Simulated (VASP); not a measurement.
Runs of VASP 6.6.1 on N. It takes space group P6_3/mmc (No. 194, hexagonal). Conventional cell: a = 3.580 Å, b = 3.580 Å, c = 7.642 Å, α = 90.00°, β = 90.00°, γ = 120.00°. N (site symmetry 3m) has 1 N at 1.09 Å within 1.5 Å. 

```csv
level,potentials or basis,k mesh,gap on the mesh (eV),pressure (GPa),largest force (eV/Å)
r2SCAN,"VASP PAW PBE potentials, release 64 (N)",6 × 6 × 2,7.70,3.1,2.25
PBE,"VASP PAW PBE potentials, release 64 (N)",6 × 6 × 2,7.03,(b),3.13
LDA,"VASP PAW LDA potentials, release 64 (N)",6 × 6 × 2,(a),1.6,1.58
r2SCAN,"VASP PAW PBE potentials, release 64 (N)",6 × 6 × 4,7.70,3.1,2.25
```

Alike in all rows: task single point; no spin polarisation; cell as given; cutoff (eV) 520; smearing gaussian 0.01 eV.

**Question.** Estimate the missing entries.

**Answer.** (a) 6.85; (b) 4.9.

Caveats: the standard files for N, O and F lose accuracy on very short bonds; the PAW data sets were made with another functional, which shifts forces and pressure a little (some runs); forces of over 1 eV/Å act on the atoms, so gaps and moduli don't describe the material at rest (some runs).

A k mesh can miss the band edges.
